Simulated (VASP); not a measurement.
# N (P4_332) in VASP: notebook

Runs on N. Level: PBEsol. Tasks: single point.

Program: VASP 6.6.1. These are calculated values, not measurements. Logs are shortened: lines on timing, memory, paths and dates and some standing lists are left out, and cuts for length are marked.

### Step 1. The cell of the first run

It takes space group P4_332 (No. 212, cubic). The conventional cell has a = 3.064 Å, b = 3.064 Å, c = 3.064 Å, α = 90.00°, β = 90.00°, γ = 90.00°. N (site symmetry 32) has 6 N at 1.88 Å within 2.5 Å.

### Step 2. Single point, PBEsol

INCAR

```
ALGO     = Normal         # electronic algorithm
EDIFF    = 1E-6           # SCF threshold, eV
ENCUT    = 600            # plane-wave cutoff, eV
GGA      = PS             # functional
GGA_COMPAT= F            
ISIF     = 2              # what is computed and relaxed
ISMEAR   = -1             # smearing method
LASPH    = T              # aspherical terms in the spheres
LCHARG   = F              # write CHGCAR
LREAL    = F              # projectors in reciprocal space
LWAVE    = F              # write WAVECAR
NBANDS   = 18             # bands
NELM     = 120            # most SCF steps
PREC     = Accurate       # precision mode
SIGMA    = 0.02           # smearing width, eV
```

KPOINTS

```
k-points
0
Gamma
  3 3 3
```

POSCAR

```
N
1.0
    3.0639086139      0.0000000000      0.0000000000
    0.0000000000      3.0639086139      0.0000000000
    0.0000000000      0.0000000000      3.0639086139
N
4
Direct
    0.3749992192      0.8749992192      0.6250007808
    0.8749992192      0.6250007808      0.3749992192
    0.1250007808      0.1250007808      0.1250007808
    0.6250007808      0.3749992192      0.8749992192
```

Potentials or basis: VASP PAW PBE potentials, release 64 (N).

The run is started by

```
> cat potpaw_PBE.64/N/POTCAR > POTCAR
> mpirun -np 1 vasp_std > vasp.out
```

OUTCAR:

```text
EDIFF = 1E-6
   ENCUT = 600
   GGA = PS
   ISIF = 2
   ISMEAR = -1
   LASPH = T
   LREAL = F
   NELM = 120
   PREC = Accurate

 ion  position               nearest neighbor table
   1  0.375  0.875  0.625-
   2  0.875  0.625  0.375-
   3  0.125  0.125  0.125-
   4  0.625  0.375  0.875-

  LATTYP: Found a simple cubic cell.
 ALAT       =     3.0639086139

  Lattice vectors:

 A1 = (   3.0639086139,   0.0000000000,   0.0000000000)
 A2 = (   0.0000000000,   3.0639086139,   0.0000000000)
 A3 = (   0.0000000000,   0.0000000000,   3.0639086139)

Analysis of symmetry for initial positions (statically):
=====================================================================
 Subroutine PRICEL returns:
 Original cell was already a primitive cell.

 Routine SETGRP: Setting up the symmetry group for a
 simple cubic supercell.

 Subroutine GETGRP returns: Found 24 space group operations
 (whereof  3 operations were pure point group operations)
 out of a pool of 48 trial point group operations.

The static configuration has the point symmetry C_3 .
 The point group associated with its full space group is O   .

Analysis of symmetry for dynamics (positions and initial velocities):
=====================================================================
 Subroutine PRICEL returns:
 Original cell was already a primitive cell.

 Routine SETGRP: Setting up the symmetry group for a
 simple cubic supercell.

 Subroutine GETGRP returns: Found 24 space group operations
 (whereof  3 operations were pure point group operations)
 out of a pool of 48 trial point group operations.

The dynamic configuration has the point symmetry C_3 .
 The point group associated with its full space group is O   .

 Subroutine INISYM returns: Found 24 space group operations
 (whereof  3 operations are pure point group operations),
 and found     1 'primitive' translations

----------------------------------------------------------------------------------------

                                     Primitive cell

  volume of cell :      28.7626

  direct lattice vectors                    reciprocal lattice vectors
     3.063908614  0.000000000  0.000000000     0.326380492  0.000000000  0.000000000
     0.000000000  3.063908614  0.000000000     0.000000000  0.326380492  0.000000000
     0.000000000  0.000000000  3.063908614     0.000000000  0.000000000  0.326380492

  length of vectors
     3.063908614  3.063908614  3.063908614     0.326380492  0.326380492  0.326380492

[... 62 lines left out ...]
   NELM   =    120;   NELMIN=  2; NELMDL= -5     # of ELM steps
   EDIFF  = 0.1E-05   stopping-criterion for ELM
   LREAL  =      F    real-space projection
   EDIFFG = 0.1E-04   stopping-criterion for IOM
   NSW    =      0    number of steps for IOM
   IBRION =     -1    ionic relax: 0-MD 1-quasi-New 2-CG
   NFREE  =      0    steps in history (QN), initial steepest desc. (CG)
   ISIF   =      2    stress and relaxation
   ISYM   =      2    0-nonsym 1-usesym 2-fastsym
   POTIM  = 0.5000    time-step for ionic-motion
   TEBEG  =    0.0;   TEEND  =   0.0 temperature during run
   PSTRESS=    0.0 pullay stress
   NELECT =      20.0000    total number of electrons
   NUPDOWN=      -1.0000    fix difference up-down
   EMIN   =  10.00;   EMAX   =-10.00  energy-range for DOS
   EFERMI =   0.00;   METHOD = LEGACY
   ISMEAR =    -1;   SIGMA  =   0.02  broadening in eV -4-tet -1-fermi 0-gaus
   EFERMI_NEDOS =   21; number of points for ismear=-14 and -15
   IALGO  =     38    algorithm
   IMIX   =      4    mixing-type and parameters
     AMIX     =   0.40;   BMIX     =  1.00
     AMIX_MAG =   1.60;   BMIX_MAG =  1.00
  volume/ion in A,a.u.               =       7.19        48.52
  Fermi-wavevector in a.u.,A,eV,Ry     =   1.450360  2.740782 28.620439  2.103543
  Thomas-Fermi vector in A             =   2.567981
   LORBIT       =      0    0 simple, 1 ext, 2 COOP (PROOUT), +10 PAW based schemes
   GGA     = PS    functional components
   LHFCALC =     F    Hartree Fock is set to
   AEXX    =    0.0000 exact exchange contribution
   IVDW    =     0    specifies the selected vdW correction
   LEPSILON=     F    determine dielectric tensor
   LRPA    =     F    only Hartree local field effects (RPA)
 non-spin polarized calculation
  energy-cutoff  :      600.00
  volume of cell :       28.76
 maximum number of plane-waves:       972
   NGX = 13   NGY = 13   NGZ = 13

 number of electron      20.0000002 magnetization

 Free energy of the ion-electron system (eV)
  ---------------------------------------------------
  ext. energy  EPLUGINS =         0.00000000
  ---------------------------------------------------
  free energy    TOTEN  =       -20.86705863 eV

  energy without entropy =      -20.85904864  energy(sigma->0) =      -20.86305364

 E-fermi :   6.4280     XC(G=0): -12.7963

 val. band max:        5.8811744355   @ k =   0.3333   0.0000   0.0000
 cond. band min:       6.4601472466   @ k =   0.3333   0.3333   0.0000
 fundamental gap:      0.5789728111
 Fermi energy:         6.4279584814

 k-point     1 :       0.0000    0.0000    0.0000
  band No.  band energies     occupation
      1     -15.5035      2.00000
      2      -6.2022      2.00000
      3      -6.2022      2.00000
      4      -6.2022      2.00000
      5       1.2493      2.00000
      6       1.2493      2.00000
[... 61 lines left out ...]
      5      -2.8146      2.00000
      6      -1.2696      2.00000
[... 10 lines left out ...]
     17      21.1074      0.00000
     18      23.2709      0.00000

------------------------ aborting loop because EDIFF is reached ----------------------------------------

  FORCE on cell =-STRESS in cart. coord.  units (eV):
  Direction    XX          YY          ZZ          XY          YZ          ZX
  --------------------------------------------------------------------------------------
  -------------------------------------------------------------------------------------
  Total       -0.0727134     -0.0727134     -0.0727134     -0.0000000     -0.0000000      0.0000000
  in kB       -4.0503976     -4.0503976     -4.0503976     -0.0000000     -0.0000000      0.0000000
  external PRESSURE =      -4.0503976 kB  Pullay stress =       0.0000000 kB

 VOLUME and BASIS-vectors are now :
 -----------------------------------------------------------------------------
  energy-cutoff  :      600.00
  volume of cell :       28.76
      direct lattice vectors                 reciprocal lattice vectors
     3.063908614  0.000000000  0.000000000     0.326380492  0.000000000  0.000000000
     0.000000000  3.063908614  0.000000000     0.000000000  0.326380492  0.000000000
     0.000000000  0.000000000  3.063908614     0.000000000  0.000000000  0.326380492

 POSITION                                       TOTAL-FORCE (eV/Angst)
 -----------------------------------------------------------------------------------
      1.14896      2.68092      1.91495         0.000000     -0.000000     -0.000000
      2.68092      1.91495      1.14896        -0.000000      0.000000      0.000000
      0.38299      0.38299      0.38299        -0.000000      0.000000      0.000000
      1.91495      1.14896      2.68092         0.000000      0.000000      0.000000
 -----------------------------------------------------------------------------------
    total drift:                                0.004321      0.004321      0.005710

  FREE ENERGIE OF THE ION-ELECTRON SYSTEM (eV)
  ---------------------------------------------------
  free  energy   TOTEN  =       -20.8670586324 eV

  energy  without entropy=      -20.8590486414  energy(sigma->0) =      -20.86305364
```

OSZICAR:

```text
N       E                     dE             d eps       ncg     rms          rms(c)
DAV:   1     0.669664520145E+02    0.66966E+02   -0.12157E+04   144   0.124E+03
DAV:   2    -0.173301322988E+02   -0.84297E+02   -0.80831E+02   210   0.265E+02
DAV:   3    -0.208536637164E+02   -0.35235E+01   -0.34682E+01   154   0.481E+01
DAV:   4    -0.208697952044E+02   -0.16131E-01   -0.16121E-01   158   0.374E+00
DAV:   5    -0.208698588478E+02   -0.63643E-04   -0.63641E-04   152   0.230E-01    0.330E+00
DAV:   6    -0.208665875293E+02    0.32713E-02   -0.19186E-03   166   0.384E-01    0.196E+00
DAV:   7    -0.208669958796E+02   -0.40835E-03   -0.45800E-03   148   0.600E-01    0.811E-02
DAV:   8    -0.208670594652E+02   -0.63586E-04   -0.29816E-04   154   0.133E-01    0.178E-02
DAV:   9    -0.208670576340E+02    0.18312E-05   -0.32483E-06   156   0.157E-02    0.975E-03
DAV:  10    -0.208670586324E+02   -0.99848E-06   -0.27482E-06   152   0.129E-02
   1 F= -.20867059E+02 E0= -.20863054E+02  d E =-.800999E-02
```

Wall time 2.9 s (1 thread of AMD EPYC 7R43 (Zen 3), shared host); peak memory 0.09 GiB.

What came out:

| Property | Result |
| --- | --- |
| Free energy | -20.8671 eV |
| Pressure | -0.4 GPa |
| Band gap on the k mesh | zero (band 10 reaches 7.63 eV, above the bottom of band 11 at 5.88 eV) |

Levels at points of the mesh, in eV from the Fermi level:
```
           k point  band 8  band 9  band 10  band 11  band 12  band 13
(0.00, 0.00, 0.00)   -2.61   -2.61    -2.61     0.46     0.46     2.66
```

Caveat: the k points lie up to 0.68 Å⁻¹ apart; the PAW data sets were made with another functional, which shifts forces and pressure a little.

### Step 3. Single point, PBEsol

This run uses another cell than the first one, of 6.76 Å³/atom, 0.940 times its volume.

INCAR

```
SYSTEM = N
ALGO = Normal ; EDIFF = 1E-6
ENCUT = 600 ; GGA = PS
GGA_COMPAT = .False. ; ISIF = 2
ISMEAR = -1 ; LASPH = .True.
LCHARG = .False. ; LREAL = .False.
LWAVE = .False. ; NBANDS = 18
NELM = 120 ; PREC = Accurate
SIGMA = 0.02
```

KPOINTS

```
k-points
0
Gamma
  3 3 3
  0 0 0
```

POSCAR

```
N
1.0
    3.0009529063      0.0000000000      0.0000000000
    0.0000000000      3.0009529063      0.0000000000
    0.0000000000      0.0000000000      3.0009529063
N
4
Direct
    0.3750049063      0.8750049063      0.6249950937
    0.8750049063      0.6249950937      0.3750049063
    0.1249950937      0.1249950937      0.1249950937
    0.6249950937      0.3750049063      0.8750049063
```

Potentials or basis: VASP PAW PBE potentials, release 64 (N).

The run is started by

```
> cat potpaw_PBE.64/N/POTCAR > POTCAR
> mpirun -np 1 vasp_std > vasp.out
```

Wall time 2.9 s (1 thread of AMD EPYC 7R43 (Zen 3), shared host); peak memory 0.09 GiB.

The run converged. Its results:

| Property | Result |
| --- | --- |
| Free energy | -20.7851 eV |
| Pressure | 14.6 GPa |
| Band gap on the k mesh | zero (band 10 reaches 8.87 eV, above the bottom of band 11 at 6.76 eV) |

Levels at points of the mesh, in eV from the Fermi level:
```
           k point  band 7  band 8  band 9  band 10  band 11  band 12  band 13  band 14
(0.00, 0.00, 0.00)   -5.65   -2.56   -2.56    -2.56     0.41     0.41     2.72     2.72
```

Caveat: the k points lie up to 0.70 Å⁻¹ apart; the PAW data sets were made with another functional, which shifts forces and pressure a little.

### Step 4. Single point, PBEsol

This run uses another cell than the first one, of 6.42 Å³/atom, 0.893 times its volume.

INCAR

```
PREC = Accurate
ENCUT = 600
EDIFF = 1E-6
ISMEAR = -1
SIGMA = 0.02
LREAL = False
LASPH = True
NELM = 120
ALGO = Normal
ISIF = 2
LWAVE = False
LCHARG = True
GGA = PS
LELF = True
LVHAR = True
NBANDS = 18
GGA_COMPAT = False
```

KPOINTS

```
regular mesh
0
Gamma
  3 3 3
```

POSCAR

```
N
1.0
    2.9508526287      0.0000000000      0.0000000000
    0.0000000000      2.9508526287      0.0000000000
    0.0000000000      0.0000000000      2.9508526287
N
4
Direct
    0.3749964045      0.8749964045      0.6250035955
    0.8749964045      0.6250035955      0.3749964045
    0.1250035955      0.1250035955      0.1250035955
    0.6250035955      0.3749964045      0.8749964045
```

The run is started by

```
> cat potpaw_PBE.64/N/POTCAR > POTCAR
> mpirun -np 1 vasp_std > vasp.out
```

Wall time 3.4 s (1 thread of AMD EPYC 7R43 (Zen 3), shared host); peak memory 0.09 GiB.

The run converged. Its results:

* Free energy: -20.5959 eV
* Pressure: 29.6 GPa
* Band gap on the k mesh: zero (band 10 reaches 9.92 eV, above the bottom of band 11 at 7.51 eV)

Levels at points of the mesh, in eV from the Fermi level:
```
           k point  band 7  band 8  band 9  band 10  band 11  band 12  band 13  band 14
(0.00, 0.00, 0.00)   -6.05   -2.49   -2.49    -2.49     0.37     0.37     2.77     2.77
```

Caveat: the k points lie up to 0.71 Å⁻¹ apart; the PAW data sets were made with another functional, which shifts forces and pressure a little.

### Step 5. Single point, PBEsol

This run uses another cell than the first one, of 6.15 Å³/atom, 0.856 times its volume.

INCAR

```
PREC = Accurate
ENCUT = 600
EDIFF = 1E-6
ISMEAR = -1
SIGMA = 0.02
LREAL = F
LASPH = T
NELM = 120
ALGO = Normal
ISIF = 2
LWAVE = F
LCHARG = T
GGA = PS
LELF = T
LVHAR = T
NBANDS = 18
GGA_COMPAT = F
```

KPOINTS is that of step 4.

POSCAR

```
N
1.0
    2.9091030707      0.0000000000      0.0000000000
    0.0000000000      2.9091030707      0.0000000000
    0.0000000000      0.0000000000      2.9091030707
N
4
Direct
    0.3750007490      0.8750007490      0.6249992510
    0.8750007490      0.6249992510      0.3750007490
    0.1249992510      0.1249992510      0.1249992510
    0.6249992510      0.3750007490      0.8750007490
```

The run is started by

```
> cat potpaw_PBE.64/N/POTCAR > POTCAR
> mpirun -np 1 vasp_std > vasp.out
```

Wall time 3.6 s (1 thread of AMD EPYC 7R43 (Zen 3), shared host); peak memory 0.1 GiB.

The run converged. Its results:

- Free energy: -20.3428 eV
- Pressure: 44.5 GPa
- Band gap on the k mesh: zero (band 10 reaches 10.75 eV, above the bottom of band 11 at 8.18 eV)

Levels at points of the mesh, in eV from the Fermi level:
```
           k point  band 7  band 8  band 9  band 10  band 11  band 12  band 13  band 14
(0.00, 0.00, 0.00)   -6.41   -2.42   -2.42    -2.42     0.32     0.32     2.81     2.81
```

Caveat: the k points lie up to 0.72 Å⁻¹ apart; the PAW data sets were made with another functional, which shifts forces and pressure a little.

### Step 6. The runs side by side

```csv
cell,gap on the mesh (eV),pressure (GPa)
"a = 3.064 Å, 4 atoms",none,-0.4
"a = 3.001 Å, 4 atoms",none,14.6
"a = 2.951 Å, 4 atoms",none,29.6
"a = 2.909 Å, 4 atoms",none,44.5
```

Alike in all rows: task single point; level PBEsol; potentials or basis VASP PAW PBE potentials, release 64 (N); no spin polarisation; k mesh 3 × 3 × 3; cutoff (eV) 600; smearing fermi-dirac 0.02 eV.

Caveats: all runs use coarse meshes; the PAW data sets were made with another functional, which shifts forces and pressure a little.

Absolute energies hang on the potentials; compare differences alone.
